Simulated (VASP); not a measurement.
A run of VASP 6.6.1 is set up as follows.

File INCAR:

```
  ALGO = Normal
  EDIFF = 1E-6
  ENCUT = 520
  GGA = PE
  ISIF = 2
  ISMEAR = 0
  LASPH = True
  LCHARG = True
  LELF = True
  LREAL = False
  LVHAR = True
  LWAVE = False
  NBANDS = 15
  NELM = 80
  PREC = Accurate
  SIGMA = 0.15
```

File KPOINTS:

```
k-points
0
Gamma
  18 18 18
```

Contents of POSCAR:

```
TaN
1.0
    0.0000000000      2.1354200000      2.1790000000
    2.1790000000      0.0000000000      2.1790000000
    2.1790000000      2.1354200000      0.0000000000
Ta N
1 1
Direct
    0.5000000000      0.5000000000      0.5000000000
    0.0000000000      0.0000000000      0.0000000000
```

Potentials or basis: VASP PAW PBE potentials, release 64 (Ta_pv, N).

Command:

```console
$ cat potpaw_PBE.64/Ta_pv/POTCAR potpaw_PBE.64/N/POTCAR > POTCAR
$ mpirun -np 1 vasp_std > vasp.out
```

(1) What does it give for the band gap on the k mesh?

(2) Estimate the pressure.

Answers

(1) zero (bands 8 and 9 overlap by 4.28 eV).

(2) 24.3 GPa.

Caveat: the cell differs from its parent crystal (strain -0.0200 x Voigt [0, 1, 0, 0, 0, 0]); the cell stands under pressure; spin-orbit coupling is left out, which moves the levels of the heavy elements.
